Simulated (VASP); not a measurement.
# C (P6/mmm) in VASP: further runs

C is run at these levels: PBE; tasks: relaxation of cell and atoms.

All numbers are computed with VASP 6.6.1; they aren't measurements. Logs are shortened: lines on timing, memory, paths and dates and some standing lists are left out, and cuts for length are marked.

## 1. The cell of the first run

Symmetry: P6/mmm, No. 191, hexagonal system. The conventional cell has a = 2.466 Å, b = 2.466 Å, c = 4.423 Å, α = 90.00°, β = 90.00°, γ = 120.00°. C (site symmetry -6m2) has 3 C at 1.42 Å within 1.9 Å.

## 2. Relaxation of cell and atoms, PBE

INCAR

```
SYSTEM = C
ALGO = Normal ; EDIFF = 1E-7
EDIFFG = -0.001 ; ENCUT = 600
GGA = PE ; IBRION = 2
ISIF = 3 ; ISMEAR = -1
LASPH = .TRUE. ; LCHARG = .FALSE.
LREAL = .FALSE. ; LWAVE = .FALSE.
NELM = 80 ; NSW = 80
PREC = Accurate ; SIGMA = 0.15
```

KPOINTS

```
k-points
0
G
  24 24 12
  0 0 0
```

POSCAR

```
C
1.0
    2.4664849237      0.0000000000      0.0000000000
   -1.2332424619      2.1360386020      0.0000000000
    0.0000000000      0.0000000000      4.4227244991
C
2
Direct
    0.6666666667      0.3333333333      0.5000000000
    0.3333333333      0.6666666667      0.5000000000
```

Potentials or basis: VASP PAW PBE potentials, release 64 (C).

The run is started by

```console
> cat potpaw_PBE.64/C/POTCAR > POTCAR
> mpirun -np 1 vasp_std > vasp.out
```

OUTCAR:

```text
SYSTEM = C
   EDIFF = 1E-7
   EDIFFG = -0.001
   ENCUT = 600
   GGA = PE
   IBRION = 2
   ISIF = 3
   ISMEAR = -1
   LASPH = .TRUE.
   LREAL = .FALSE.
   NELM = 80
   NSW = 80
   PREC = Accurate

 ion  position               nearest neighbor table
   1  0.667  0.333  0.500-   2 1.42   2 1.42   2 1.42
   2  0.333  0.667  0.500-   1 1.42   1 1.42   1 1.42

  LATTYP: Found a hexagonal cell.
 ALAT       =     2.4664849237
 C/A-ratio  =     1.7931285355

  Lattice vectors:

 A1 = (   2.4664849237,   0.0000000000,   0.0000000000)
 A2 = (  -1.2332424619,   2.1360386020,   0.0000000000)
 A3 = (   0.0000000000,   0.0000000000,   4.4227244991)

Analysis of symmetry for initial positions (statically):
=====================================================================
 Subroutine PRICEL returns:
 Original cell was already a primitive cell.

 Routine SETGRP: Setting up the symmetry group for a
 hexagonal supercell.

 Subroutine GETGRP returns: Found 24 space group operations
 (whereof 24 operations were pure point group operations)
 out of a pool of 24 trial point group operations.

The static configuration has the point symmetry D_6h.

Analysis of symmetry for dynamics (positions and initial velocities):
=====================================================================
 Subroutine PRICEL returns:
 Original cell was already a primitive cell.

 Routine SETGRP: Setting up the symmetry group for a
 hexagonal supercell.

 Subroutine GETGRP returns: Found 24 space group operations
 (whereof 24 operations were pure point group operations)
 out of a pool of 24 trial point group operations.

The dynamic configuration has the point symmetry D_6h.

 Subroutine INISYM returns: Found 24 space group operations
 (whereof 24 operations are pure point group operations),
 and found     1 'primitive' translations

----------------------------------------------------------------------------------------

                                     Primitive cell

  volume of cell :      23.3012

  direct lattice vectors                    reciprocal lattice vectors
     2.466484924  0.000000000  0.000000000     0.405435278  0.234078167  0.000000000
    -1.233242462  2.136038602  0.000000000     0.000000000  0.468156333  0.000000000
     0.000000000  0.000000000  4.422724499     0.000000000  0.000000000  0.226104972

  length of vectors
     2.466484924  2.466484924  4.422724499     0.468156333  0.468156333  0.226104972

  position of ions in fractional coordinates (direct lattice)
     0.666666667  0.333333333  0.500000000
     0.333333333  0.666666667  0.500000000

  ion indices of the primitive-cell ions
   primitive index   ion index
                 1           1
                 2           2

----------------------------------------------------------------------------------------

 KPOINTS: k-points

Automatic generation of k-mesh.
 Grid dimensions read from file:
 generate k-points for:   24   24   12

 Generating k-lattice:

  Cartesian coordinates                     Fractional coordinates (reciprocal lattice)
     0.016893137  0.009753257  0.000000000     0.041666667  0.000000000  0.000000000
     0.000000000  0.019506514  0.000000000     0.000000000  0.041666667  0.000000000
     0.000000000  0.000000000  0.018842081     0.000000000  0.000000000  0.083333333

  Length of vectors
     0.019506514  0.019506514  0.018842081

  Shift w.r.t. Gamma in fractional coordinates (k-lattice)
     0.000000000  0.000000000  0.000000000

 Subroutine IBZKPT returns following result:
 ===========================================

 Found    427 irreducible k-points:

 Following reciprocal coordinates:
            Coordinates               Weight
  0.000000  0.000000  0.000000      1.000000
  0.041667  0.000000  0.000000      6.000000
  0.083333  0.000000  0.000000      6.000000
  0.125000  0.000000  0.000000      6.000000
  0.166667  0.000000  0.000000      6.000000
  0.208333  0.000000  0.000000      6.000000
[... 16 lines left out ...]
  0.416667  0.041667  0.000000     12.000000
  0.458333  0.041667  0.000000     12.000000
 [... further k-points ...]
   k-points           NKPTS =    427   k-points in BZ     NKDIM =    427   number of bands    NBANDS=      8
   number of dos      NEDOS =    301   number of ions     NIONS =      2
   total plane-waves  NPLWV =  14400
   dimension x,y,z NGX =    20 NGY =   20 NGZ =   36
   dimension x,y,z NGXF=    40 NGYF=   40 NGZF=   72
   ions per type =               2
   NGX,Y,Z   is equivalent  to a cutoff of  13.48, 13.48, 13.53 a.u.
   NGXF,Y,Z  is equivalent  to a cutoff of  26.96, 26.96, 27.06 a.u.
 SYSTEM =  C
   PREC   = accura    normal or accurate (medium, high low for compatibility)
   ISTART =      0    job   : 0-new  1-cont  2-samecut
   ICHARG =      2    charge: 1-file 2-atom 10-const
   ISPIN  =      1    spin polarized calculation?
   LNONCOLLINEAR =      F non collinear calculations
   LSORBIT =      F    spin-orbit coupling
   LASPH  =      T    aspherical Exc in radial PAW
   ENCUT  =  600.0 eV  44.10 Ry    6.64 a.u.   4.93  4.93  8.83*2*pi/ulx,y,z
   NELM   =     80;   NELMIN=  2; NELMDL= -5     # of ELM steps
   EDIFF  = 0.1E-06   stopping-criterion for ELM
   LREAL  =      F    real-space projection
   EDIFFG = -.1E-02   stopping-criterion for IOM
   NSW    =     80    number of steps for IOM
   IBRION =      2    ionic relax: 0-MD 1-quasi-New 2-CG
   NFREE  =      1    steps in history (QN), initial steepest desc. (CG)
   ISIF   =      3    stress and relaxation
   ISYM   =      2    0-nonsym 1-usesym 2-fastsym
   POTIM  = 0.5000    time-step for ionic-motion
   TEBEG  =    0.0;   TEEND  =   0.0 temperature during run
   PSTRESS=    0.0 pullay stress
   NELECT =       8.0000    total number of electrons
   NUPDOWN=      -1.0000    fix difference up-down
   EMIN   =  10.00;   EMAX   =-10.00  energy-range for DOS
   EFERMI =   0.00;   METHOD = LEGACY
   ISMEAR =    -1;   SIGMA  =   0.15  broadening in eV -4-tet -1-fermi 0-gaus
   EFERMI_NEDOS =   21; number of points for ismear=-14 and -15
   IALGO  =     38    algorithm
   IMIX   =      4    mixing-type and parameters
     AMIX     =   0.40;   BMIX     =  1.00
     AMIX_MAG =   1.60;   BMIX_MAG =  1.00
  volume/ion in A,a.u.               =      11.65        78.62
  Fermi-wavevector in a.u.,A,eV,Ry     =   1.146337  2.166263 17.879262  1.314089
  Thomas-Fermi vector in A             =   2.283022
   LORBIT       =      0    0 simple, 1 ext, 2 COOP (PROOUT), +10 PAW based schemes
   GGA     = PE    functional components
   LHFCALC =     F    Hartree Fock is set to
   AEXX    =    0.0000 exact exchange contribution
   IVDW    =     0    specifies the selected vdW correction
   LEPSILON=     F    determine dielectric tensor
   LRPA    =     F    only Hartree local field effects (RPA)
 conjugate gradient relaxation of ions
 non-spin polarized calculation
  energy-cutoff  :      600.00
  volume of cell :       23.30
 maximum number of plane-waves:       799
 NGX is ok and might be reduce to    20
   NGX =  9   NGY =  9   NGZ = 17

--------------------------------------- Ionic step        1  -------------------------------------------

 number of electron       8.0000000 magnetization

 Free energy of the ion-electron system (eV)
  ---------------------------------------------------
  ext. energy  EPLUGINS =         0.00000000
  ---------------------------------------------------
  free energy    TOTEN  =       -18.45864743 eV

  energy without entropy =      -18.45628758  energy(sigma->0) =      -18.45746751

------------------------ aborting loop because EDIFF is reached ----------------------------------------

  FORCE on cell =-STRESS in cart. coord.  units (eV):
  Direction    XX          YY          ZZ          XY          YZ          ZX
  --------------------------------------------------------------------------------------
  -------------------------------------------------------------------------------------
  Total        0.0200206      0.0200206     -0.0293577     -0.0000000      0.0000000      0.0000000
  in kB        1.3766092      1.3766092     -2.0186254     -0.0000000      0.0000000      0.0000000
  external PRESSURE =       0.2448643 kB  Pullay stress =       0.0000000 kB
[... 89 lines left out ...]
  FREE ENERGIE OF THE ION-ELECTRON SYSTEM (eV)
  ---------------------------------------------------
  free  energy   TOTEN  =       -18.4586594137 eV

  energy  without entropy=      -18.4562966475  energy(sigma->0) =      -18.45747803

[... ionic steps 4 to 12 ...]

--------------------------------------- Ionic step       13  -------------------------------------------

 number of electron       8.0000000 magnetization

------------------------ aborting loop because EDIFF is reached ----------------------------------------

  FORCE on cell =-STRESS in cart. coord.  units (eV):
  Direction    XX          YY          ZZ          XY          YZ          ZX
  --------------------------------------------------------------------------------------
  -------------------------------------------------------------------------------------
  Total        0.0634636      0.0634636      0.0017431     -0.0000000      0.0000000     -0.0000000
  in kB        4.6651383      4.6651383      0.1281303     -0.0000000      0.0000000     -0.0000000
  external PRESSURE =       3.1528023 kB  Pullay stress =       0.0000000 kB
[... 57 lines left out ...]
  energy  without entropy=      -18.4574077015  energy(sigma->0) =      -18.45860311

--------------------------------------- Ionic step       15  -------------------------------------------

 number of electron       8.0000000 magnetization

 Free energy of the ion-electron system (eV)
  ---------------------------------------------------
  ext. energy  EPLUGINS =         0.00000000
  ---------------------------------------------------
  free energy    TOTEN  =       -18.45979918 eV

  energy without entropy =      -18.45740758  energy(sigma->0) =      -18.45860338

 E-fermi :   2.9921     XC(G=0):  -8.8959

 val. band max:        2.9119193667   @ k =   0.3333   0.3333   0.3333
 cond. band min:       2.9928407538   @ k =   0.3333   0.3333   0.2500
 fundamental gap:      0.0809213871
 Fermi energy:         2.9920897290

 k-point     1 :       0.0000    0.0000    0.0000
  band No.  band energies     occupation
      1     -16.5424      2.00000
      2      -4.3172      2.00000
      3      -0.0499      2.00000
      4      -0.0499      2.00000
      5       6.1688      0.00000
      6      11.2919      0.00000
      7      11.2919      0.00000
      8      14.4405      0.00000
[... 243 lines left out ...]
 k-point    24 :       0.4583    0.0417    0.0000
  band No.  band energies     occupation
      1     -11.4364      2.00000
      2     -10.0446      2.00000
      3      -3.5532      2.00000
      4       0.7924      2.00000
      5       5.0169      0.00000
      6      10.5106      0.00000
      7      13.1489      0.00000
      8      14.3704      0.00000

 [... further k-points ...]

------------------------ aborting loop because EDIFF is reached ----------------------------------------

  FORCE on cell =-STRESS in cart. coord.  units (eV):
  Direction    XX          YY          ZZ          XY          YZ          ZX
  --------------------------------------------------------------------------------------
  -------------------------------------------------------------------------------------
  Total       -0.0011357     -0.0011357      0.0009002      0.0000000     -0.0000000      0.0000000
  in kB       -0.0833273     -0.0833273      0.0660477      0.0000000     -0.0000000      0.0000000
  external PRESSURE =      -0.0335357 kB  Pullay stress =       0.0000000 kB
[... 17 lines left out ...]
  FREE ENERGIE OF THE ION-ELECTRON SYSTEM (eV)
  ---------------------------------------------------
  free  energy   TOTEN  =       -18.4597991764 eV

  energy  without entropy=      -18.4574075842  energy(sigma->0) =      -18.45860338

 reached required accuracy - stopping structural energy minimisation
```

Wall time 17 min (1 thread of Intel Xeon 8259CL, shared host); peak memory 0.17 GiB.

Results:

```
Free energy                           : -18.4598 eV
Relaxed volume                        : 10.92 Å³/atom
Relaxed cell                          : a = 2.467 Å, b = 2.467 Å, c = 4.144 Å, α = 90.00°, β = 90.00°, γ = 120.00°
Space group after relaxing (to 0.1 Å) : P6/mmm (No. 191)
Energy gained by relaxing             : 0.6 meV/atom
Ionic steps                           : 15
Pressure after relaxing               : 0.0 GPa
Band gap on the k mesh                : zero (bands 4 and 5 overlap by 0.33 eV)
```

Step by step:
```
step  energy change (eV)  largest force (eV/Å)  pressure (GPa)  volume (Å³)
   1              0.0000                0.0000            0.02        23.30
   2              0.0000                0.0000           -0.27        23.31
   3              0.0000                0.0000           -0.16        23.30
   4              0.0000                0.0000           -0.14        23.29
   5             -0.0001                0.0000           -0.13        23.24
   6             -0.0002                0.0000           -0.08        23.15
   7             -0.0004                0.0000            0.00        22.96
   8             -0.0008                0.0000            0.19        22.57
   9             -0.0010                0.0000            0.61        21.81
  10             -0.0011                0.0000            0.59        21.80
  11             -0.0011                0.0000            0.55        21.77
  12             -0.0011                0.0000            0.45        21.78
  13             -0.0011                0.0000            0.32        21.80
  14             -0.0012                0.0000            0.05        21.83
  15             -0.0012                0.0000            0.00        21.84
```

Final structure:
```cif
data_structure
_symmetry_space_group_name_H-M 'P 1'
_symmetry_Int_Tables_number 1
_cell_length_a 2.4666
_cell_length_b 2.4666
_cell_length_c 4.1444
_cell_angle_alpha 90.000
_cell_angle_beta 90.000
_cell_angle_gamma 120.000
_cell_volume 21.84
loop_
_atom_site_label
_atom_site_type_symbol
_atom_site_fract_x
_atom_site_fract_y
_atom_site_fract_z
_atom_site_occupancy
C1 C 0.66667 0.33333 0.50000 1
C2 C 0.33333 0.66667 0.50000 1
```

Caveat: this functional lacks dispersion, which binds layers or chains, so the pressure and a relaxed spacing across them are unreliable.

## 3. Relaxation of cell and atoms, PBE

This run uses another cell than the first one, of 10.58 Å³/atom.

INCAR

```
PREC = Accurate ; ENCUT = 600
EDIFF = 1E-6 ; ISMEAR = 0
SIGMA = 0.1 ; LREAL = F
LASPH = T ; NELM = 100
ALGO = Normal ; ISIF = 3
LWAVE = F ; LCHARG = F
GGA = PE ; IBRION = 2
NSW = 100 ; EDIFFG = -0.01
```

KPOINTS

```
regular mesh
0
Gamma
  24 24 14
```

POSCAR

```
C
1.0
    2.4667601286      0.0000000000      0.0000000000
   -1.2333800643      2.1362769364      0.0000000000
    0.0000000000      0.0000000000      4.0152579260
C
2
Direct
    0.6666666667      0.3333333333      0.5000000000
    0.3333333333      0.6666666667      0.5000000000
```

Potentials or basis: VASP PAW PBE potentials, release 64 (C).

The run is started by

```console
> cat potpaw_PBE.64/C/POTCAR > POTCAR
> mpirun -np 1 vasp_std > vasp.out
```

It took 17 min on 1 thread of Intel Xeon 8259CL, shared host; peak memory 0.17 GiB.

Results (log left out):

```
Free energy                           : -18.4550 eV
Relaxed volume                        : 10.92 Å³/atom
Relaxed cell                          : a = 2.467 Å, b = 2.467 Å, c = 4.146 Å, α = 90.00°, β = 90.00°, γ = 120.00°
Space group after relaxing (to 0.1 Å) : P6/mmm (No. 191)
Energy gained by relaxing             : 0.3 meV/atom
Ionic steps                           : 20
Pressure after relaxing               : 0.1 GPa
Band gap on the k mesh                : zero (bands 4 and 5 overlap by 0.33 eV)
```

Step by step:
```csv
step,energy change (eV),largest force (eV/Å),pressure (GPa),volume (Å³)
1,0.0000,0.0000,0.07,21.16
2,0.0000,0.0000,0.11,21.17
3,-0.0001,0.0000,0.22,21.19
4,-0.0001,0.0000,0.41,21.23
5,-0.0001,0.0000,0.42,21.21
6,-0.0001,0.0000,0.43,21.22
7,-0.0001,0.0000,0.43,21.23
8,-0.0001,0.0000,0.37,21.25
9,-0.0002,0.0000,0.25,21.28
10,-0.0003,0.0000,0.02,21.35
11,-0.0003,0.0000,-0.35,21.49
12,-0.0001,0.0000,-1.21,21.77
13,-0.0003,0.0000,-0.49,21.53
14,-0.0003,0.0000,-0.44,21.51
15,-0.0003,0.0000,-0.48,21.53
16,-0.0004,0.0000,-0.51,21.58
17,-0.0005,0.0000,-0.47,21.67
18,-0.0005,0.0000,-0.56,21.85
19,-0.0006,0.0000,-0.24,21.85
20,-0.0007,0.0000,0.09,21.85
```

Final structure:
```cif
data_structure
_symmetry_space_group_name_H-M 'P 1'
_symmetry_Int_Tables_number 1
_cell_length_a 2.4666
_cell_length_b 2.4666
_cell_length_c 4.1464
_cell_angle_alpha 90.000
_cell_angle_beta 90.000
_cell_angle_gamma 120.000
_cell_volume 21.85
loop_
_atom_site_label
_atom_site_type_symbol
_atom_site_fract_x
_atom_site_fract_y
_atom_site_fract_z
_atom_site_occupancy
C1 C 0.66667 0.33333 0.50000 1
C2 C 0.33333 0.66667 0.50000 1
```

Levels at points of the mesh, in eV from the Fermi level:
```csv
k point,band 2,band 3,band 4,band 5,band 6,band 7
"(0.00, 0.00, 0.00)",-7.31,-3.04,-3.04,3.17,8.30,8.30
"(0.50, 0.00, 0.00)",-13.25,-6.42,-2.18,1.96,7.33,10.58
"(0.00, 0.00, 0.50)",-7.89,-3.04,-3.04,6.74,8.31,8.31
"(0.50, 0.00, 0.50)",-13.22,-6.41,-2.53,1.42,7.40,12.54
```

Caveat: this functional lacks dispersion, which binds layers or chains, so the pressure and a relaxed spacing across them are unreliable.

The gap in the log of VASP goes by the Fermi energy; the results here count the filled bands.